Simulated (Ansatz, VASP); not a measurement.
La3N2: VASP beside Ansatz

Contents of INCAR:

```
PREC = Accurate
ENCUT = 600
EDIFF = 1E-6
ISMEAR = 0
SIGMA = 0.1
LREAL = F
LASPH = T
NELM = 60
ALGO = Normal
ISIF = 3
LWAVE = F
LCHARG = F
GGA = PE
IBRION = 2
NSW = 100
EDIFFG = -0.01
```

The input KPOINTS:

```
regular mesh
0
Gamma
  8 8 8
```

File POSCAR:

```
La3N2
1.0
    4.8675973414      0.0000000000      0.0000000000
    0.0000000000      4.8675973414      0.0000000000
    0.0000000000      0.0000000000      4.8675973414
La N
3 2
Direct
    0.5000000000      0.0000000000      0.0000000000
    0.0000000000      0.5000000000      0.0000000000
    0.0000000000      0.0000000000      0.5000000000
    0.5000000000      0.5000000000      0.5000000000
    0.0000000000      0.0000000000      0.0000000000
```

Input for Ansatz:

```yaml
crystal:
  lattice:
    - [4.8675973414, 0.0, 0.0]
    - [0.0, 4.8675973414, 0.0]
    - [0.0, 0.0, 4.8675973414]
  atoms:
    - { symbol: La, position: [0.5, 0.0, 0.0] }
    - { symbol: La, position: [0.0, 0.5, 0.0] }
    - { symbol: La, position: [0.0, 0.0, 0.5] }
    - { symbol: "N", position: [0.5, 0.5, 0.5] }
    - { symbol: "N", position: [0.0, 0.0, 0.0] }
basis:
  ecutwfc: 420
kpoints:
  mp_grid: { grid: [8, 8, 8] }
hamiltonian:
  xc: pbe
scf:
  occupations: { method: gaussian, width: 0.1 }
output:
  forces: true
  stress: true
  eigenvalues: true
  write_density: true
  write_potential: true
  elf: true
  volumetric_format: npy
relax:
  adjacent_minimum: "off"
  f_tol: 0.01
  max_steps: 80
  cell: { stress_tol: 0.05 }
```

Alike in both runs: task relaxation of cell and atoms; functional PBE; k mesh 8 × 8 × 8; occupations gaussian, width 0.1 eV; no spin polarisation.

```csv
,VASP,Ansatz
version,VASP 6.6.1,Ansatz 0.2.0
potentials or method,"VASP PAW PBE potentials, release 64 (La, N), cutoff 600 eV","scalar-relativistic, plane waves, PAW"
valence electrons in the cell,43,43
```

Ansatz gave:

| Item | Value |
| --- | --- |
| gap on the k mesh at the Fermi level, each at its own relaxed structure (eV) | none |
| relaxed volume (Å³/atom) | 23.17 |
| relaxed cell length with the largest relative difference (Å) | 4.875 |

Question: What did VASP give for the same quantities?

Answer: gap on the k mesh at the Fermi level, each at its own relaxed structure (eV): none; relaxed volume (Å³/atom): 23.02; relaxed cell length with the largest relative difference (Å): 4.864.

A gap of «none» marks a metal or a gap that the smearing closes.

Spin-orbit coupling is off throughout. Noted on VASP's run: too few bands were computed for a metal, which touches its energy and stress.
